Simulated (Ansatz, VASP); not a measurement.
**AlCo3: VASP beside Ansatz**

Contents of INCAR:

```
PREC = Accurate
ENCUT = 520
EDIFF = 1E-7
ISMEAR = -1
SIGMA = 0.05
LREAL = False
LASPH = True
NELM = 150
ALGO = Normal
ISIF = 2
LWAVE = False
LCHARG = True
ISPIN = 2
MAGMOM = 0 2.5 2.5 2.5
LORBIT = 11
LMAXMIX = 4
LELF = True
LVHAR = True
NBANDS = 27
```

The input KPOINTS:

```
regular mesh
0
Gamma
  10 10 10
```

Contents of POSCAR:

```
AlCo3
1.0
    3.5749480000      0.0268121100      0.0000000000
    0.0268121100      3.5749480000      0.0000000000
    0.0000000000      0.0000000000      3.5749480000
Al Co
1 3
Direct
    0.0000000000      0.0000000000      0.0000000000
    0.5000000000      0.5000000000      0.0000000000
    0.5000000000      0.0000000000      0.5000000000
    0.0000000000      0.5000000000      0.5000000000
```

Input for Ansatz:

```yaml
crystal:
  lattice:
    - [3.574948, 0.02681211, 0.0]
    - [0.02681211, 3.574948, 0.0]
    - [0.0, 0.0, 3.574948]
  atoms:
    - { symbol: Al, position: [0.0, 0.0, 0.0] }
    - { symbol: Co, position: [0.5, 0.5, 0.0], spin: 2.5 }
    - { symbol: Co, position: [0.5, 0.0, 0.5], spin: 2.5 }
    - { symbol: Co, position: [0.0, 0.5, 0.5], spin: 2.5 }
accuracy: low
basis:
  ecutwfc: 520.0
kpoints:
  mp_grid:
    grid: [10, 10, 10]
hamiltonian:
  xc: lda
magnetization:
  spin_polarized: true
scf:
  occupations:
    method: fermi_dirac
    width: 0.05
```

Alike in both runs: task single point; functional LDA; k mesh 10 × 10 × 10; occupations fermi-dirac, width 0.05 eV; collinear spin.

|  | VASP | Ansatz |
| --- | --- | --- |
| version | VASP 6.6.1 | Ansatz 0.2.0 |
| potentials or method | VASP PAW LDA potentials, release 64 (Al, Co), cutoff 520 eV | plane waves, PAW |
| valence electrons in the cell | 30 | 54 |

Ansatz gave:

```
net moment per atom (μB)                                      : 0.94
size of the moment on the site where the two differ most (μB) : 1.29
```

Q: What did VASP give for the same quantities?

A: net moment per atom (μB): 0.92; size of the moment on the site where the two differ most (μB): 1.24.

LDA's correlation is that of Perdew and Zunger in VASP and of Perdew and Wang (1992) in Ansatz. Site moments also hang on the region over which each program counts them. VASP's potentials hold 30 valence electrons a cell and Ansatz's 54, so a difference there can come from the potentials and not from the codes.
